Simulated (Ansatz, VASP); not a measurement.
Mo in VASP and in Ansatz

```
Mo
1.0
    -1.54493    1.54493    1.54493
     1.54493   -1.54493    1.54493
     1.54493    1.54493   -1.54493
Mo
1
Direct
  0.00000 0.00000 0.00000
```

Alike in both runs: task single point; functional PBE; k mesh 10 × 10 × 10; occupations methfessel-paxton of order 1, width 0.02 eV; no spin polarisation.

|  | VASP | Ansatz |
| --- | --- | --- |
| version | VASP 6.6.1 | Ansatz 0.2.0 |
| potentials or method | VASP PAW PBE potentials, release 64 (Mo_sv), cutoff 500 eV | plane waves, PAW |
| valence electrons in the cell | 14 | 14 |

|  | VASP | Ansatz | Ansatz less VASP |
| --- | --- | --- | --- |
| pressure (GPa) | 20.5 | 19.7 | -0.74 |

The functional is the same, so the differences come from potentials, cutoffs and numerics.
